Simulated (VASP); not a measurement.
## Li15S8 (a cell with a defect): single point with PBE

Li15S8 (a cell with a defect):

```
S Li
1.0
     0.00000    5.64326    5.64326
     5.64326    0.00000    5.64326
     5.64326    5.64326    0.00000
S Li
8 15
Direct
  0.99929 0.00304 0.00039
  0.99969 0.99694 0.50648
  0.99925 0.49733 0.00040
  0.99884 0.50345 0.49433
  0.50533 0.99697 0.00081
  0.49928 0.02437 0.50039
  0.49320 0.50345 0.99993
  0.49928 0.47601 0.50038
  0.13429 0.11515 0.13546
  0.36751 0.38197 0.36862
  0.12897 0.12664 0.61828
  0.38129 0.37377 0.87074
  0.12206 0.62739 0.12319
  0.49930 0.75004 0.50064
  0.12897 0.62619 0.61829
  0.38138 0.87423 0.87072
  0.61719 0.12661 0.13006
  0.86961 0.37376 0.38249
  0.63104 0.11843 0.63217
  0.86425 0.38520 0.86537
  0.61720 0.62620 0.13005
  0.86957 0.87422 0.38250
  0.87648 0.87298 0.87760
```

```json
{
  "Program": "VASP 6.6.1",
  "Task": "single point",
  "Functional": "PBE",
  "Potentials or basis": "VASP PAW PBE potentials, release 64 (S, Li_sv)",
  "Cutoff": "650 eV",
  "k mesh": "2 × 2 × 2",
  "Occupations": "fermi-dirac, width 0.1 eV",
  "Spin": "no spin polarisation"
}
```

```
Pressure               : 1.7 GPa
Largest force          : 0.082 eV/Å
Band gap on the k mesh : zero (an odd number of electrons rules out a gap without spin polarisation)
```

Forces on the atoms (eV/Å):
```
S    0.009  0.000  0.008
S   -0.012  0.017  0.012
S   -0.008  0.000 -0.008
S    0.012 -0.017 -0.012
S    0.011  0.017 -0.012
S    0.058  0.000  0.058
S   -0.012 -0.017  0.012
S   -0.058  0.000 -0.058
Li   0.000  0.008  0.000
Li   0.000 -0.021  0.000
Li   0.000 -0.018 -0.007
Li   0.006  0.019  0.000
Li   0.000  0.014  0.000
Li   0.001  0.002  0.001
Li   0.007 -0.019 -0.001
Li   0.001  0.018 -0.007
Li  -0.007 -0.019  0.000
Li   0.000  0.018  0.007
Li   0.000  0.020  0.000
Li   0.000 -0.008  0.000
Li   0.000 -0.019  0.006
Li  -0.007  0.019  0.001
Li   0.000 -0.014  0.000
```

Stress tensor (GPa, compression positive):
```
2.02 0.00 0.89
0.00 0.95 0.00
0.89 0.00 2.02
```

Levels at points of the mesh, in eV from the Fermi level:
```
           k point  band 45  band 46  band 47  band 48  band 49  band 50
(0.00, 0.00, 0.00)    -0.06     0.05     0.07     3.37     3.64     3.65
(0.50, 0.00, 0.00)    -0.25    -0.25    -0.16     4.66     4.93     5.04
(0.00, 0.50, 0.00)    -0.22    -0.13    -0.08     4.76     5.07     5.12
(0.00, 0.00, 0.50)    -0.25    -0.25    -0.16     4.66     4.93     5.04
(0.50, 0.50, 0.50)    -0.22    -0.13    -0.08     4.76     5.07     5.12
(0.50, 0.50, 0.00)    -0.45    -0.43    -0.25     4.91     4.93     5.52
(0.00, 0.50, 0.50)    -0.45    -0.43    -0.25     4.91     4.93     5.52
(0.50, 0.00, 0.50)    -0.57    -0.49    -0.30     4.97     5.08     5.29
```

It took 15 min on 1 thread of Oxide Virtual Turin-like Processor, with other jobs on the host, peak memory 0.74 GiB.

Caveat: the k points lie up to 0.48 Å⁻¹ apart, too coarse for converged energies and pressures of a metal.
